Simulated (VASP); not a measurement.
# PbF2 (Fm-3m) in VASP: notebook

The runs below take PbF2 through phonons, with PBE+D3(BJ).

Everything below comes from runs of VASP 6.6.1. Logs are shortened: lines on timing, memory, paths and dates and some standing lists are left out, and cuts for length are marked.

**1. The cell of the first run**

The structure is cubic, space group Fm-3m (No. 225). The conventional cell has a = 5.584 Å, b = 5.584 Å, c = 5.584 Å, α = 90.00°, β = 90.00°, γ = 90.00°. Within 3.2 Å of Pb (site symmetry m-3m) lie 8 F at 2.42 Å. Within 3.2 Å of F (site symmetry -43m) lie 4 Pb at 2.42 Å and 6 F at 2.79 Å.

**2. Phonons, PBE+D3(BJ)**

INCAR reads:

```
PREC = Accurate ; ENCUT = 520
EDIFF = 1E-8 ; ISMEAR = 0
SIGMA = 0.01 ; LREAL = False
LASPH = True ; NELM = 100
ALGO = Normal ; ISIF = 2
LWAVE = False ; LCHARG = False
GGA = PE ; IVDW = 12
IBRION = 6 ; NFREE = 2
POTIM = 0.015 ; NSW = 1
```

KPOINTS reads:

```
Automatic mesh
0
Gamma
  8 8 8
```

POSCAR reads:

```
PbF2
1.0
    0.0000000000      2.7921652286      2.7921652286
    2.7921652286      0.0000000000      2.7921652286
    2.7921652286      2.7921652286      0.0000000000
Pb F
1 2
Direct
    0.0000000000      0.0000000000      0.0000000000
    0.2500000000      0.2500000000      0.2500000000
    0.7500000000      0.7500000000      0.7500000000
```

Potentials or basis: VASP PAW PBE potentials, release 64 (Pb_d, F).

Started as:

```
> cat potpaw_PBE.64/Pb_d/POTCAR potpaw_PBE.64/F/POTCAR > POTCAR
> mpirun -np 1 vasp_std > vasp.out
```

OUTCAR:

```text
PREC = Accurate
   ENCUT = 520
   EDIFF = 1E-8
   ISMEAR = 0
   LREAL = False
   LASPH = True
   NELM = 100
   ISIF = 2
   GGA = PE
   IVDW = 12
   IBRION = 6
   NFREE = 2
   POTIM = 0.015
   NSW = 1
 IVDW          = 12

 ion  position               nearest neighbor table
   1  0.000  0.000  0.000-   3 2.42   3 2.42   3 2.42   2 2.42   3 2.42   2 2.42   2 2.42   2 2.42

   2  0.250  0.250  0.250-   1 2.42   1 2.42   1 2.42   1 2.42
   3  0.750  0.750  0.750-   1 2.42   1 2.42   1 2.42   1 2.42

  LATTYP: Found a face centered cubic cell.
 ALAT       =     5.5843304572

  Lattice vectors:

 A1 = (   0.0000000000,   2.7921652286,   2.7921652286)
 A2 = (   2.7921652286,   0.0000000000,   2.7921652286)
 A3 = (   2.7921652286,   2.7921652286,   0.0000000000)

Analysis of symmetry for initial positions (statically):
=====================================================================
 Subroutine PRICEL returns:
 Original cell was already a primitive cell.

 Routine SETGRP: Setting up the symmetry group for a
 face centered cubic supercell.

 Subroutine GETGRP returns: Found 48 space group operations
 (whereof 48 operations were pure point group operations)
 out of a pool of 48 trial point group operations.

The static configuration has the point symmetry O_h .

Analysis of symmetry for dynamics (positions and initial velocities):
=====================================================================
 Subroutine PRICEL returns:
 Original cell was already a primitive cell.

 Routine SETGRP: Setting up the symmetry group for a
 face centered cubic supercell.

 Subroutine GETGRP returns: Found 48 space group operations
 (whereof 48 operations were pure point group operations)
 out of a pool of 48 trial point group operations.

The dynamic configuration has the point symmetry O_h .

 Subroutine INISYM returns: Found 48 space group operations
 (whereof 48 operations are pure point group operations),
 and found     1 'primitive' translations

----------------------------------------------------------------------------------------

                                     Primitive cell

  volume of cell :      43.5365

  direct lattice vectors                    reciprocal lattice vectors
     0.000000000  2.792165229  2.792165229    -0.179072497  0.179072497  0.179072497
     2.792165229  0.000000000  2.792165229     0.179072497 -0.179072497  0.179072497
     2.792165229  2.792165229  0.000000000     0.179072497  0.179072497 -0.179072497

  length of vectors
     3.948717935  3.948717935  3.948717935     0.310162663  0.310162663  0.310162663

  position of ions in fractional coordinates (direct lattice)
     0.000000000  0.000000000  0.000000000
     0.250000000  0.250000000  0.250000000
     0.750000000  0.750000000  0.750000000

  ion indices of the primitive-cell ions
   primitive index   ion index
                 1           1
                 2           2
                 3           3

----------------------------------------------------------------------------------------

 KPOINTS: Automatic mesh

Automatic generation of k-mesh.
 Grid dimensions read from file:
 generate k-points for:    8    8    8

 Generating k-lattice:

  Cartesian coordinates                     Fractional coordinates (reciprocal lattice)
    -0.022384062  0.022384062  0.022384062     0.125000000  0.000000000  0.000000000
     0.022384062 -0.022384062  0.022384062     0.000000000  0.125000000  0.000000000
     0.022384062  0.022384062 -0.022384062     0.000000000  0.000000000  0.125000000

  Length of vectors
     0.038770333  0.038770333  0.038770333

  Shift w.r.t. Gamma in fractional coordinates (k-lattice)
     0.000000000  0.000000000  0.000000000

 Subroutine IBZKPT returns following result:
 ===========================================

 Found     29 irreducible k-points:

 Following reciprocal coordinates:
            Coordinates               Weight
  0.000000  0.000000  0.000000      1.000000
  0.125000  0.000000  0.000000      8.000000
  0.250000  0.000000  0.000000      8.000000
  0.375000  0.000000  0.000000      8.000000
  0.500000  0.000000  0.000000      4.000000
  0.125000  0.125000  0.000000      6.000000
[... 16 lines left out ...]
  0.500000  0.250000  0.125000     48.000000
 -0.375000  0.250000  0.125000     24.000000
 [... further k-points ...]
   k-points           NKPTS =     29   k-points in BZ     NKDIM =     29   number of bands    NBANDS=     18
   number of dos      NEDOS =    301   number of ions     NIONS =      3
   total plane-waves  NPLWV =  27000
   dimension x,y,z NGX =    30 NGY =   30 NGZ =   30
   dimension x,y,z NGXF=    60 NGYF=   60 NGZF=   60
   ions per type =               1   2
   NGX,Y,Z   is equivalent  to a cutoff of  12.63, 12.63, 12.63 a.u.
   NGXF,Y,Z  is equivalent  to a cutoff of  25.26, 25.26, 25.26 a.u.
 SYSTEM =  unknown system
   PREC   = accura    normal or accurate (medium, high low for compatibility)
   ISTART =      0    job   : 0-new  1-cont  2-samecut
   ICHARG =      2    charge: 1-file 2-atom 10-const
   ISPIN  =      1    spin polarized calculation?
   LNONCOLLINEAR =      F non collinear calculations
   LSORBIT =      F    spin-orbit coupling
   LASPH  =      T    aspherical Exc in radial PAW
   ENCUT  =  520.0 eV  38.22 Ry    6.18 a.u.   7.34  7.34  7.34*2*pi/ulx,y,z
   NELM   =    100;   NELMIN=  2; NELMDL= -5     # of ELM steps
   EDIFF  = 0.1E-07   stopping-criterion for ELM
   LREAL  =      F    real-space projection
   EDIFFG = 0.1E-06   stopping-criterion for IOM
   NSW    =     73    number of steps for IOM
   IBRION =      6    ionic relax: 0-MD 1-quasi-New 2-CG
   NFREE  =      2    steps in history (QN), initial steepest desc. (CG)
   ISIF   =      2    stress and relaxation
   ISYM   =      2    0-nonsym 1-usesym 2-fastsym
   POTIM  = 0.0150    time-step for ionic-motion
   TEBEG  =    0.0;   TEEND  =   0.0 temperature during run
   PSTRESS=    0.0 pullay stress
   NELECT =      28.0000    total number of electrons
   NUPDOWN=      -1.0000    fix difference up-down
   EMIN   =  10.00;   EMAX   =-10.00  energy-range for DOS
   EFERMI =   0.00;   METHOD = LEGACY
   ISMEAR =     0;   SIGMA  =   0.01  broadening in eV -4-tet -1-fermi 0-gaus
   EFERMI_NEDOS =   21; number of points for ismear=-14 and -15
   IALGO  =     38    algorithm
   IMIX   =      4    mixing-type and parameters
     AMIX     =   0.40;   BMIX     =  1.00
     AMIX_MAG =   1.60;   BMIX_MAG =  1.00
  volume/ion in A,a.u.               =      14.51        97.93
  Fermi-wavevector in a.u.,A,eV,Ry     =   1.413111  2.670393 27.169253  1.996884
  Thomas-Fermi vector in A             =   2.534791
   LORBIT       =      0    0 simple, 1 ext, 2 COOP (PROOUT), +10 PAW based schemes
   GGA     = PE    functional components
   LHFCALC =     F    Hartree Fock is set to
   AEXX    =    0.0000 exact exchange contribution
   IVDW    =    12    specifies the selected vdW correction
   LEPSILON=     F    determine dielectric tensor
   LRPA    =     F    only Hartree local field effects (RPA)
 finite differences with symmetry
 non-spin polarized calculation
 Gauss-broadening in eV      SIGMA  =   0.01
  energy-cutoff  :      520.00
  volume of cell :       43.54
 maximum number of plane-waves:      1211
 NGX is ok and might be reduce to    30
   NGX = 15   NGY = 15   NGZ = 15

--------------------------------------- Ionic step        1  -------------------------------------------

 number of electron      28.0000017 magnetization

 Free energy of the ion-electron system (eV)
  ---------------------------------------------------
  ext. energy  EPLUGINS =         0.00000000
  ---------------------------------------------------
  free energy    TOTEN  =       -13.70393115 eV

  energy without entropy =      -13.70393115  energy(sigma->0) =      -13.70393115

------------------------ aborting loop because EDIFF is reached ----------------------------------------

 Edisp (eV)   -0.54952

 E8    (eV) :    -0.2352
[... 155 lines left out ...]
--------------------------------------- Ionic step        5  -------------------------------------------

 number of electron      28.0000014 magnetization

 Free energy of the ion-electron system (eV)
  ---------------------------------------------------
  ext. energy  EPLUGINS =         0.00000000
  ---------------------------------------------------
  free energy    TOTEN  =       -13.70332567 eV

  energy without entropy =      -13.70332567  energy(sigma->0) =      -13.70332567

 E-fermi :   4.5344     XC(G=0): -10.3351

 val. band max:        4.4208955088   @ k =   0.5000   0.2500  -0.2500
 cond. band min:       8.7207852937   @ k =   0.5000   0.5000   0.0000
 fundamental gap:      4.2998897849
 Fermi energy:         4.5343639766

 k-point     1 :       0.0000    0.0000    0.0000
  band No.  band energies     occupation
      1     -18.4200      2.00000
      2     -17.4061      2.00000
      3     -10.4811      2.00000
      4     -10.4801      2.00000
      5     -10.4794      2.00000
      6     -10.3033      2.00000
[... 481 lines left out ...]
      5     -10.2737      2.00000
      6     -10.2308      2.00000
[... 10 lines left out ...]
     17      12.6157      0.00000
     18      15.2476      0.00000

 [... further k-points ...]

------------------------ aborting loop because EDIFF is reached ----------------------------------------

 Edisp (eV)   -0.54952

 E8    (eV) :    -0.2352
[... 26 lines left out ...]
  FREE ENERGIE OF THE ION-ELECTRON SYSTEM (eV)
  ---------------------------------------------------
  free  energy   TOTEN  =       -14.2528428930 eV

  energy  without entropy=      -14.2528428930  energy(sigma->0) =      -14.25284289

 INTERNAL STRAIN TENSORS FROM DISPLACED ATOMS
 ============================================

 INTERNAL STRAIN TENSOR FOR ION    1 for displacements in x,y,z  (eV/Angst):
          X           Y           Z          XY          YZ          ZX
  --------------------------------------------------------------------------------
  x     0.00000     0.00000     0.00000     0.00000     0.00000     0.00000
  y     0.00000     0.00000     0.00000     0.00000     0.00000     0.00000
  z     0.00000     0.00000     0.00000     0.00000     0.00000     0.00000

 INTERNAL STRAIN TENSOR FOR ION    3 for displacements in x,y,z  (eV/Angst):
          X           Y           Z          XY          YZ          ZX
  --------------------------------------------------------------------------------
  x     0.00000    -0.00000     0.00000     0.00000     8.56413     0.00000
  y    -0.00000     0.00000     0.00000     0.00000     0.00000     8.56413
  z    -0.00000     0.00000     0.00000     8.56413     0.00000     0.00000

 Eigenvectors and eigenvalues of the dynamical matrix
 ----------------------------------------------------

   1 f  =   10.147689 THz    63.759811 2PiTHz  338.490475 cm-1    41.967451 meV
             X         Y         Z           dx          dy          dz
      0.000000  0.000000  0.000000    -0.000000   -0.000000    0.000000
      1.396083  1.396083  1.396083     0.007401    0.707068   -0.000000
      4.188248  4.188248  4.188248    -0.007401   -0.707068    0.000000
[... 43 lines left out ...]
   9 f/i=    0.002875 THz     0.018063 2PiTHz    0.095892 cm-1     0.011889 meV
             X         Y         Z           dx          dy          dz
      0.000000  0.000000  0.000000     0.143760   -0.801299   -0.427334
      1.396083  1.396083  1.396083     0.043477   -0.242336   -0.129238
      4.188248  4.188248  4.188248     0.043477   -0.242336   -0.129238

 ELASTIC MODULI CONTR FROM IONIC RELAXATION (kBar)
 Direction    XX          YY          ZZ          XY          YZ          ZX
 --------------------------------------------------------------------------------
 XX          -0.0000      0.0000      0.0000      0.0000     -0.0000      0.0000
 YY           0.0000     -0.0000      0.0000      0.0000      0.0000     -0.0000
 ZZ           0.0000      0.0000     -0.0000     -0.0000     -0.0000     -0.0000
 XY           0.0000      0.0000     -0.0000   -674.3929      0.0000      0.0000
 YZ          -0.0000      0.0000     -0.0000      0.0000   -674.3929      0.0000
 ZX           0.0000     -0.0000     -0.0000      0.0000      0.0000   -674.3929
 --------------------------------------------------------------------------------
```

Run time: 3.8 min. Hardware: 1 thread of Intel Xeon Platinum 8259CL at 2.50GHz (Skylake/Cascade Lake), shared host; peak memory 0.27 GiB.

Results:

```yaml
Highest_phonon_frequency_at_Γ_LO-TO_splitting_left_out: 338 cm⁻¹
Dispersion_energy_per_atom: -0.183 eV
```

Phonon frequencies in cm⁻¹ (negative: imaginary):
```csv
q point,frequencies
"(0.000, 0.000, 0.000)",0 0 0 215 215 215 338 338 338
```

Caveat: the cell wasn't relaxed at this level first, which shifts response properties; spin-orbit coupling is left out, which moves the levels of the heavy elements.

**3. Phonons, PBE+D3(BJ)**

This run uses another cell than the first one, of 15.69 Å³/atom, 1.081 times its volume.

INCAR reads:

```
SYSTEM = PbF2
  PREC = Accurate
  ENCUT = 520
  EDIFF = 1E-8
  ISMEAR = 0
  SIGMA = 0.01
  LREAL = .False.
  LASPH = .True.
  NELM = 100
  ALGO = Normal
  ISIF = 2
  LWAVE = .False.
  LCHARG = .False.
  GGA = PE
  IVDW = 12
  NBANDS = 21
  IBRION = 6
  NFREE = 2
  POTIM = 0.015
  NSW = 1
```

KPOINTS reads:

```
Automatic mesh
0
Gamma
  8 8 8
  0 0 0
```

POSCAR reads:

```
PbF2
1.0
    0.0000000000      2.8659937546      2.8659937546
    2.8659937546      0.0000000000      2.8659937546
    2.8659937546      2.8659937546      0.0000000000
Pb F
1 2
Direct
    0.0000000000      0.0000000000      0.0000000000
    0.2500000000      0.2500000000      0.2500000000
    0.7500000000      0.7500000000      0.7500000000
```

Potentials or basis: VASP PAW PBE potentials, release 64 (Pb_d, F).

Started as:

```
> cat potpaw_PBE.64/Pb_d/POTCAR potpaw_PBE.64/F/POTCAR > POTCAR
> mpirun -np 1 vasp_std > vasp.out
```

OUTCAR:

```text
SYSTEM = PbF2
   PREC = Accurate
   ENCUT = 520
   EDIFF = 1E-8
   ISMEAR = 0
   LREAL = .False.
   LASPH = .True.
   NELM = 100
   ISIF = 2
   GGA = PE
   IVDW = 12
   IBRION = 6
   NFREE = 2
   POTIM = 0.015
   NSW = 1
 IVDW          = 12

 ion  position               nearest neighbor table
   1  0.000  0.000  0.000-   3 2.48   3 2.48   3 2.48   2 2.48   3 2.48   2 2.48   2 2.48   2 2.48

   2  0.250  0.250  0.250-   1 2.48   1 2.48   1 2.48   1 2.48
   3  0.750  0.750  0.750-   1 2.48   1 2.48   1 2.48   1 2.48

  LATTYP: Found a face centered cubic cell.
 ALAT       =     5.7319875092

  Lattice vectors:

 A1 = (   0.0000000000,   2.8659937546,   2.8659937546)
 A2 = (   2.8659937546,   0.0000000000,   2.8659937546)
 A3 = (   2.8659937546,   2.8659937546,   0.0000000000)

[... 363 lines left out ...]
      4     -11.4025      2.00000
      5     -11.4023      2.00000
      6     -11.2902      2.00000
[... 565 lines left out ...]
     20      19.9605      0.00000
     21      20.1728      0.00000

 [... further k-points ...]

------------------------ aborting loop because EDIFF is reached ----------------------------------------

 Edisp (eV)   -0.50829

 E8    (eV) :    -0.2180
[... 26 lines left out ...]
  FREE ENERGIE OF THE ION-ELECTRON SYSTEM (eV)
  ---------------------------------------------------
  free  energy   TOTEN  =       -14.6132955933 eV

  energy  without entropy=      -14.6132955933  energy(sigma->0) =      -14.61329559

 INTERNAL STRAIN TENSORS FROM DISPLACED ATOMS
 ============================================

 INTERNAL STRAIN TENSOR FOR ION    1 for displacements in x,y,z  (eV/Angst):
          X           Y           Z          XY          YZ          ZX
  --------------------------------------------------------------------------------
  x     0.00000     0.00000     0.00000     0.00000     0.00000     0.00000
  y     0.00000     0.00000     0.00000     0.00000     0.00000     0.00000
  z     0.00000     0.00000     0.00000     0.00000     0.00000     0.00000

 INTERNAL STRAIN TENSOR FOR ION    3 for displacements in x,y,z  (eV/Angst):
          X           Y           Z          XY          YZ          ZX
  --------------------------------------------------------------------------------
  x     0.00000    -0.00000    -0.00000     0.00000     5.80596     0.00000
  y     0.00000     0.00000     0.00000     0.00000     0.00000     5.80596
  z     0.00000     0.00000     0.00000     5.80596     0.00000     0.00000

 Eigenvectors and eigenvalues of the dynamical matrix
 ----------------------------------------------------

   1 f  =    8.943896 THz    56.196155 2PiTHz  298.336254 cm-1    36.988965 meV
             X         Y         Z           dx          dy          dz
      0.000000  0.000000  0.000000    -0.000000   -0.000000   -0.000000
      1.432997  1.432997  1.432997    -0.701302   -0.090419    0.000000
      4.298991  4.298991  4.298991     0.701302    0.090419    0.000000
[... 43 lines left out ...]
   9 f/i=    0.002705 THz     0.016997 2PiTHz    0.090232 cm-1     0.011187 meV
             X         Y         Z           dx          dy          dz
      0.000000  0.000000  0.000000    -0.364249    0.843791    0.000177
      1.432997  1.432997  1.432997    -0.110454    0.255870    0.000054
      4.298991  4.298991  4.298991    -0.110454    0.255870    0.000054

 ELASTIC MODULI CONTR FROM IONIC RELAXATION (kBar)
 Direction    XX          YY          ZZ          XY          YZ          ZX
 --------------------------------------------------------------------------------
 XX          -0.0000     -0.0000     -0.0000     -0.0000     -0.0000     -0.0000
 YY          -0.0000     -0.0000     -0.0000      0.0000      0.0000     -0.0000
 ZZ          -0.0000     -0.0000     -0.0000     -0.0000      0.0000     -0.0000
 XY          -0.0000      0.0000     -0.0000   -368.9551     -0.0000     -0.0000
 YZ          -0.0000      0.0000      0.0000     -0.0000   -368.9551      0.0000
 ZX          -0.0000     -0.0000     -0.0000     -0.0000      0.0000   -368.9551
 --------------------------------------------------------------------------------
```

OSZICAR:

```text
N       E                     dE             d eps       ncg     rms          rms(c)
DAV:   1     0.304947165628E+03    0.30495E+03   -0.14721E+04  1218   0.156E+03
DAV:   2     0.111120624104E+02   -0.29384E+03   -0.27516E+03  1299   0.440E+02
DAV:   3    -0.150913154094E+02   -0.26203E+02   -0.25919E+02  1418   0.140E+02
DAV:   4    -0.158402000569E+02   -0.74888E+00   -0.74838E+00  1388   0.245E+01
[... 53 lines left out ...]
DAV:   5    -0.141050086733E+02   -0.23306E-05   -0.24361E-05  4535   0.360E-02    0.777E-03
DAV:   6    -0.141050091450E+02   -0.47172E-06   -0.18158E-06  4758   0.138E-02    0.435E-03
DAV:   7    -0.141050090148E+02    0.13022E-06   -0.82959E-07  4501   0.101E-02    0.125E-03
DAV:   8    -0.141050090289E+02   -0.14105E-07   -0.32441E-07  4745   0.439E-03    0.799E-04
DAV:   9    -0.141050090313E+02   -0.24183E-08   -0.11163E-08  3268   0.928E-04
   5 F= -.14613296E+02 E0= -.14613296E+02  d E =-.150349E-32
```

Wall time 4.3 min (1 thread of Intel Xeon Platinum 8259CL at 2.50GHz (Skylake/Cascade Lake), shared host); peak memory 0.28 GiB.

Results:

```yaml
Highest_phonon_frequency_at_Γ_LO-TO_splitting_left_out: 298 cm⁻¹
Dispersion_energy_per_atom: -0.169 eV
```

Phonon frequencies in cm⁻¹ (negative: imaginary):
```
              q point                    frequencies
(0.000, 0.000, 0.000)  0 0 0 173 173 173 298 298 298
```

Caveat: the cell wasn't relaxed at this level first, which shifts response properties; spin-orbit coupling is left out, which moves the levels of the heavy elements.
